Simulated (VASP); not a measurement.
**Sb: relaxation of cell and atoms with PBE**

Sb:

```xyz
2
Lattice="0.0000 3.4691 3.4691 3.4691 0.0000 3.4691 3.4691 3.4691 0.0000" Properties=species:S:1:pos:R:3 pbc="T T T"
Sb    0.0000    0.0000    0.0000
Sb    1.7346    1.7346    1.7346
```

This isn't the form of Sb at room conditions, which is rhombohedral.

| Quantity | Value |
| --- | --- |
| Program | VASP 6.6.1 |
| Task | relaxation of cell and atoms |
| Functional | PBE |
| Potentials or basis | VASP PAW PBE potentials, release 64 (Sb) |
| Cutoff | 600 eV |
| k mesh | 14 × 14 × 14 |
| Occupations | gaussian, width 0.1 eV |
| Spin | no spin polarisation |
| Dipole correction | no |
| Further INCAR settings | ALGO = Normal; EDIFF = 1e-06; IBRION = 2; EDIFFG = -0.01; NSW = 100; ISIF = 3 |

* Relaxed volume: 42.68 Å³/atom
* Relaxed cell: a = 4.942 Å, b = 4.942 Å, c = 4.942 Å, α = 60.00°, β = 60.00°, γ = 60.00°
* Space group after relaxing (to 0.1 Å): Fd-3m (No. 227)
* Energy gained by relaxing: 2.1 meV/atom
* Ionic steps: 3
* Pressure after relaxing: 0.0 GPa
* Band gap on the k mesh: zero (bands 5 and 6 overlap by 1.12 eV)

Step by step:
```
step  energy change (eV)  largest force (eV/Å)  pressure (GPa)  volume (Å³)
   1              0.0000                0.0000            0.74        83.50
   2             -0.0039                0.0000           -0.18        85.85
   3             -0.0042                0.0000            0.00        85.36
```

Final structure:
```
Sb
1.0
     0.00000    3.49474    3.49474
     3.49474    0.00000    3.49474
     3.49474    3.49474    0.00000
Sb
2
Direct
  0.00000 0.00000 0.00000
  0.25000 0.25000 0.25000
```

Levels at points of the mesh, in eV from the Fermi level:
```
           k point  band 3  band 4  band 5  band 6  band 7  band 8
(0.00, 0.00, 0.00)   -1.76   -1.76   -1.76    0.52    0.52    0.52
(0.50, 0.00, 0.00)   -2.52   -2.52   -2.22    1.56    1.56    3.94
(0.50, 0.50, 0.00)   -3.36   -3.36   -0.45   -0.45    4.12    4.12
```

Wall time 2.9 min on 1 thread of Intel Xeon 8259CL (shared host), peak memory 0.3 GiB.

Caveat: spin-orbit coupling is left out, which moves the levels of the heavy elements.
